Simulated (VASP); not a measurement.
# C in VASP: further runs

Runs on C. Level: LDA. Tasks: single point.

All numbers are computed with VASP 6.6.1; they aren't measurements. Logs are shortened: lines on timing, memory, paths and dates and some standing lists are left out, and cuts for length are marked.

## Step 1: The cell of the first run

The cell holds a slab with vacuum, 2 atoms: a = 2.472 Å, b = 2.472 Å, c = 8.580 Å, α = 90.00°, β = 90.00°, γ = 120.00°.

## Step 2: Single point, LDA

File INCAR:

```
SYSTEM = C
PREC     = Accurate       ! precision mode
ENCUT    = 520            ! plane-wave cutoff, eV
EDIFF    = 1E-7           ! SCF threshold, eV
ISMEAR   = -1             ! smearing method
SIGMA    = 0.05           ! smearing width, eV
LREAL    = .False.        ! projectors in reciprocal space
LASPH    = .True.         ! aspherical terms in the spheres
NELM     = 100            ! most SCF steps
ALGO     = Normal         ! electronic algorithm
ISIF     = 2              ! what is computed and relaxed
LWAVE    = .False.        ! write WAVECAR
LCHARG   = .True.         ! write CHGCAR
GGA      = CA             ! functional
LELF     = .True.         ! ELF
LVHAR    = .True.       
NBANDS   = 11             ! bands
```

File KPOINTS:

```
regular mesh
0
Gamma
  12 12 3
  0 0 0
```

File POSCAR:

```
C
1.0
    2.4724366638      0.0000000000      0.0000000000
   -1.2362183319      2.1411929601      0.0000000000
    0.0000000000      0.0000000000      8.5802540340
C
2
Direct
    0.6666666667      0.3333333333      0.0000000000
    0.3333333333      0.6666666667      0.0000000000
```

Potentials or basis: VASP PAW LDA potentials, release 64 (C).

Run with:

```bash
$ cat potpaw_LDA.64/C/POTCAR > POTCAR
$ mpirun -np 1 vasp_std > vasp.out
```

OUTCAR:

```text
SYSTEM = C
   PREC = Accurate
   ENCUT = 520
   EDIFF = 1E-7
   ISMEAR = -1
   LREAL = .False.
   LASPH = .True.
   NELM = 100
   ISIF = 2
   GGA = CA

 ion  position               nearest neighbor table
   1  0.667  0.333  0.000-   2 1.43   2 1.43   2 1.43
   2  0.333  0.667  0.000-   1 1.43   1 1.43   1 1.43

  LATTYP: Found a hexagonal cell.
 ALAT       =     2.4724366638
 C/A-ratio  =     3.4703635323

  Lattice vectors:

 A1 = (   2.4724366638,   0.0000000000,   0.0000000000)
 A2 = (  -1.2362183319,   2.1411929601,   0.0000000000)
 A3 = (   0.0000000000,   0.0000000000,   8.5802540340)

Analysis of symmetry for initial positions (statically):
=====================================================================
 Subroutine PRICEL returns:
 Original cell was already a primitive cell.

 Routine SETGRP: Setting up the symmetry group for a
 hexagonal supercell.

 Subroutine GETGRP returns: Found 24 space group operations
 (whereof 24 operations were pure point group operations)
 out of a pool of 24 trial point group operations.

The static configuration has the point symmetry D_6h.

Analysis of symmetry for dynamics (positions and initial velocities):
=====================================================================
 Subroutine PRICEL returns:
 Original cell was already a primitive cell.

 Routine SETGRP: Setting up the symmetry group for a
 hexagonal supercell.

 Subroutine GETGRP returns: Found 24 space group operations
 (whereof 24 operations were pure point group operations)
 out of a pool of 24 trial point group operations.

The dynamic configuration has the point symmetry D_6h.

 Subroutine INISYM returns: Found 24 space group operations
 (whereof 24 operations are pure point group operations),
 and found     1 'primitive' translations

----------------------------------------------------------------------------------------

                                     Primitive cell

  volume of cell :      45.4236

  direct lattice vectors                    reciprocal lattice vectors
     2.472436664  0.000000000  0.000000000     0.404459299  0.233514685  0.000000000
    -1.236218332  2.141192960  0.000000000     0.000000000  0.467029370  0.000000000
     0.000000000  0.000000000  8.580254034     0.000000000  0.000000000  0.116546666

  length of vectors
     2.472436664  2.472436664  8.580254034     0.467029370  0.467029370  0.116546666

  position of ions in fractional coordinates (direct lattice)
     0.666666667  0.333333333  0.000000000
     0.333333333  0.666666667  0.000000000

  ion indices of the primitive-cell ions
   primitive index   ion index
                 1           1
                 2           2

----------------------------------------------------------------------------------------

 KPOINTS: regular mesh

Automatic generation of k-mesh.
 Grid dimensions read from file:
 generate k-points for:   12   12    3

 Generating k-lattice:

  Cartesian coordinates                     Fractional coordinates (reciprocal lattice)
     0.033704942  0.019459557  0.000000000     0.083333333 -0.000000000  0.000000000
     0.000000000  0.038919114  0.000000000     0.000000000  0.083333333  0.000000000
     0.000000000  0.000000000  0.038848889     0.000000000  0.000000000  0.333333333

  Length of vectors
     0.038919114  0.038919114  0.038848889

  Shift w.r.t. Gamma in fractional coordinates (k-lattice)
     0.000000000  0.000000000  0.000000000

 Subroutine IBZKPT returns following result:
 ===========================================

 Found     38 irreducible k-points:

 Following reciprocal coordinates:
            Coordinates               Weight
  0.000000  0.000000  0.000000      1.000000
  0.083333 -0.000000  0.000000      6.000000
  0.166667  0.000000  0.000000      6.000000
  0.250000  0.000000  0.000000      6.000000
  0.333333 -0.000000  0.000000      6.000000
  0.416667 -0.000000  0.000000      6.000000
[... 16 lines left out ...]
  0.250000  0.000000  0.333333     12.000000
  0.333333 -0.000000  0.333333     12.000000
 [... further k-points ...]
   k-points           NKPTS =     38   k-points in BZ     NKDIM =     38   number of bands    NBANDS=     11
   number of dos      NEDOS =    301   number of ions     NIONS =      2
   total plane-waves  NPLWV =  20736
   dimension x,y,z NGX =    18 NGY =   18 NGZ =   64
   dimension x,y,z NGXF=    36 NGYF=   36 NGZF=  128
   ions per type =               2
   NGX,Y,Z   is equivalent  to a cutoff of  12.10, 12.10, 12.40 a.u.
   NGXF,Y,Z  is equivalent  to a cutoff of  24.21, 24.21, 24.80 a.u.
 SYSTEM =  C
   PREC   = accura    normal or accurate (medium, high low for compatibility)
   ISTART =      0    job   : 0-new  1-cont  2-samecut
   ICHARG =      2    charge: 1-file 2-atom 10-const
   ISPIN  =      1    spin polarized calculation?
   LNONCOLLINEAR =      F non collinear calculations
   LSORBIT =      F    spin-orbit coupling
   LASPH  =      T    aspherical Exc in radial PAW
   ENCUT  =  520.0 eV  38.22 Ry    6.18 a.u.   4.60  4.60 15.95*2*pi/ulx,y,z
   NELM   =    100;   NELMIN=  2; NELMDL= -5     # of ELM steps
   EDIFF  = 0.1E-06   stopping-criterion for ELM
   LREAL  =      F    real-space projection
   EDIFFG = 0.1E-05   stopping-criterion for IOM
   NSW    =      0    number of steps for IOM
   IBRION =     -1    ionic relax: 0-MD 1-quasi-New 2-CG
   NFREE  =      0    steps in history (QN), initial steepest desc. (CG)
   ISIF   =      2    stress and relaxation
   ISYM   =      2    0-nonsym 1-usesym 2-fastsym
   POTIM  = 0.5000    time-step for ionic-motion
   TEBEG  =    0.0;   TEEND  =   0.0 temperature during run
   PSTRESS=    0.0 pullay stress
   NELECT =       8.0000    total number of electrons
   NUPDOWN=      -1.0000    fix difference up-down
   EMIN   =  10.00;   EMAX   =-10.00  energy-range for DOS
   EFERMI =   0.00;   METHOD = LEGACY
   ISMEAR =    -1;   SIGMA  =   0.05  broadening in eV -4-tet -1-fermi 0-gaus
   EFERMI_NEDOS =   21; number of points for ismear=-14 and -15
   IALGO  =     38    algorithm
   IMIX   =      4    mixing-type and parameters
     AMIX     =   0.40;   BMIX     =  1.00
     AMIX_MAG =   1.60;   BMIX_MAG =  1.00
  volume/ion in A,a.u.               =      22.71       153.27
  Fermi-wavevector in a.u.,A,eV,Ry     =   0.917652  1.734110 11.457252  0.842084
  Thomas-Fermi vector in A             =   2.042644
   LORBIT       =      0    0 simple, 1 ext, 2 COOP (PROOUT), +10 PAW based schemes
   GGA     = CA    functional components
   LHFCALC =     F    Hartree Fock is set to
   AEXX    =    0.0000 exact exchange contribution
   IVDW    =     0    specifies the selected vdW correction
   LEPSILON=     F    determine dielectric tensor
   LRPA    =     F    only Hartree local field effects (RPA)
 non-spin polarized calculation
  energy-cutoff  :      520.00
  volume of cell :       45.42
 maximum number of plane-waves:      1248
   NGX =  9   NGY =  9   NGZ = 31

 number of electron       7.9999996 magnetization

 Free energy of the ion-electron system (eV)
  ---------------------------------------------------
  ext. energy  EPLUGINS =         0.00000000
  ---------------------------------------------------
  free energy    TOTEN  =       -20.15654486 eV

  energy without entropy =      -20.15461945  energy(sigma->0) =      -20.15558215

 E-fermi :  -0.9976     XC(G=0):  -5.0644

 val. band max:       -0.9976139513   @ k =   0.3333   0.3333   0.3333
 cond. band min:      -0.9975555906   @ k =   0.3333   0.3333   0.0000
 fundamental gap:      0.0000583607
 Fermi energy:        -0.9975944987

 k-point     1 :       0.0000    0.0000    0.0000
  band No.  band energies     occupation
      1     -20.2342      2.00000
      2      -8.5842      2.00000
      3      -4.0386      2.00000
      4      -4.0386      2.00000
      5       2.1996      0.00000
      6       4.5084      0.00000
      7       6.1089      0.00000
      8       7.2065      0.00000
      9       7.2065      0.00000
     10      10.2338      0.00000
     11      11.6116      0.00000

 k-point     2 :       0.0833   -0.0000    0.0000
  band No.  band energies     occupation
      1     -20.0720      2.00000
      2      -8.3892      2.00000
      3      -4.6708      2.00000
      4      -4.3735      2.00000
      5       2.4205      0.00000
      6       4.7239      0.00000
      7       6.3172      0.00000
      8       7.2841      0.00000
      9       7.8920      0.00000
     10       9.6880      0.00000
     11      11.8892      0.00000

 k-point     3 :       0.1667    0.0000    0.0000
  band No.  band energies     occupation
      1     -19.5869      2.00000
      2      -7.8092      2.00000
      3      -6.2690      2.00000
      4      -5.1577      2.00000
      5       3.0833      0.00000
      6       5.3650      0.00000
      7       6.9024      0.00000
      8       7.3229      0.00000
      9       8.2196      0.00000
     10       9.7076      0.00000
     11      12.7759      0.00000

 k-point     4 :       0.2500    0.0000    0.0000
  band No.  band energies     occupation
      1     -18.7846      2.00000
      2      -8.3261      2.00000
      3      -6.8633      2.00000
      4      -6.0284      2.00000
      5       4.1859      0.00000
      6       6.0296      0.00000
      7       6.5667      0.00000
      8       6.9632      0.00000
      9       8.1014      0.00000
     10      12.2131      0.00000
     11      14.0268      0.00000
[... 239 lines left out ...]
 k-point    22 :       0.1667    0.0000    0.3333
  band No.  band energies     occupation
      1     -19.5869      2.00000
      2      -7.8095      2.00000
      3      -6.2690      2.00000
      4      -5.1577      2.00000
      5       3.4001      0.00000
      6       4.4081      0.00000
      7       7.2310      0.00000
      8       8.1751      0.00000
      9       8.3705      0.00000
     10       9.7074      0.00000
     11      11.6128      0.00000

 k-point    23 :       0.2500    0.0000    0.3333
  band No.  band energies     occupation
      1     -18.7845      2.00000
      2      -8.3261      2.00000
      3      -6.8635      2.00000
      4      -6.0284      2.00000
      5       4.4938      0.00000
      6       5.4621      0.00000
      7       6.1914      0.00000
      8       6.9923      0.00000
      9       9.3715      0.00000
     10      12.2132      0.00000
     11      12.6146      0.00000

 k-point    24 :       0.3333   -0.0000    0.3333
  band No.  band energies     occupation
      1     -17.6766      2.00000
      2     -10.4936      2.00000
      3      -6.7544      2.00000
      4      -5.6009      2.00000
      5       3.8401      0.00000
      6       6.0100      0.00000
      7       6.6873      0.00000
      8       7.0670      0.00000
      9      10.7819      0.00000
     10      13.9149      0.00000
     11      14.6316      0.00000

 [... further k-points ...]
[... 5 lines left out ...]
  --------------------------------------------------------------------------------------
  -------------------------------------------------------------------------------------
  Total       -1.4007806     -1.4007806     -0.0130181      0.0000000     -0.0000000      0.0000000
  in kB      -49.4082600    -49.4082600     -0.4591742      0.0000000     -0.0000000      0.0000000
  external PRESSURE =     -33.0918981 kB  Pullay stress =       0.0000000 kB

 VOLUME and BASIS-vectors are now :
 -----------------------------------------------------------------------------
  energy-cutoff  :      520.00
  volume of cell :       45.42
      direct lattice vectors                 reciprocal lattice vectors
     2.472436664  0.000000000  0.000000000     0.404459299  0.233514685  0.000000000
    -1.236218332  2.141192960  0.000000000     0.000000000  0.467029370  0.000000000
     0.000000000  0.000000000  8.580254034     0.000000000  0.000000000  0.116546666

 POSITION                                       TOTAL-FORCE (eV/Angst)
 -----------------------------------------------------------------------------------
      1.23622      0.71373      0.00000         0.000000      0.000000      0.000000
     -0.00000      1.42746      0.00000        -0.000000      0.000000      0.000000
 -----------------------------------------------------------------------------------
    total drift:                                0.000000     -0.000000      0.000000

  FREE ENERGIE OF THE ION-ELECTRON SYSTEM (eV)
  ---------------------------------------------------
  free  energy   TOTEN  =       -20.1565448551 eV

  energy  without entropy=      -20.1546194464  energy(sigma->0) =      -20.15558215
```

Wall time 10 s (1 thread of Intel Xeon Platinum 8559C (Emerald Rapids), shared host); peak memory 0.13 GiB.

Results:

```
Free energy            : -20.1565 eV
Band gap on the k mesh : zero (filled and empty bands touch)
```

## Step 3: Single point, LDA

This run uses another cell than the first one.

File INCAR:

```
SYSTEM = C
PREC = Accurate
ENCUT = 520
EDIFF = 1E-6
ISMEAR = -1
SIGMA = 0.05
LREAL = .FALSE.
LASPH = .TRUE.
NELM = 100
ALGO = Normal
ISIF = 2
LWAVE = .FALSE.
LCHARG = .FALSE.
GGA = CA
NBANDS = 11
```

File KPOINTS:

```
Automatic mesh
0
G
  12 12 3
  0 0 0
```

File POSCAR:

```
C
1.0
    2.4884918972      0.0000000000      0.0000000000
   -1.2442459486      2.1550972001      0.0000000000
    0.0000000000      0.0000000000      8.6359715305
C
2
Direct
    0.6666666667      0.3333333333      0.0000000000
    0.3333333333      0.6666666667      0.0000000000
```

Potentials or basis: VASP PAW LDA potentials, release 64 (C).

Run with:

```bash
$ cat potpaw_LDA.64/C/POTCAR > POTCAR
$ mpirun -np 1 vasp_std > vasp.out
```

Run time: 12 s. Hardware: 1 thread of Intel Xeon Platinum 8559C (Emerald Rapids), shared host; peak memory 0.14 GiB.

The run converged. Its results:

```
Free energy            : -20.1332 eV
Band gap on the k mesh : zero (filled and empty bands touch)
```

Levels at points of the mesh, in eV from the Fermi level:
```csv
k point,band 1,band 2,band 3,band 4,band 5,band 6,band 7,band 8
"(0.00, 0.00, 0.00)",-19.08,-7.46,-3.05,-3.05,3.26,5.53,7.11,8.08
"(0.50, 0.00, 0.00)",-13.94,-12.97,-6.33,-2.30,1.62,7.18,10.97,11.06
```
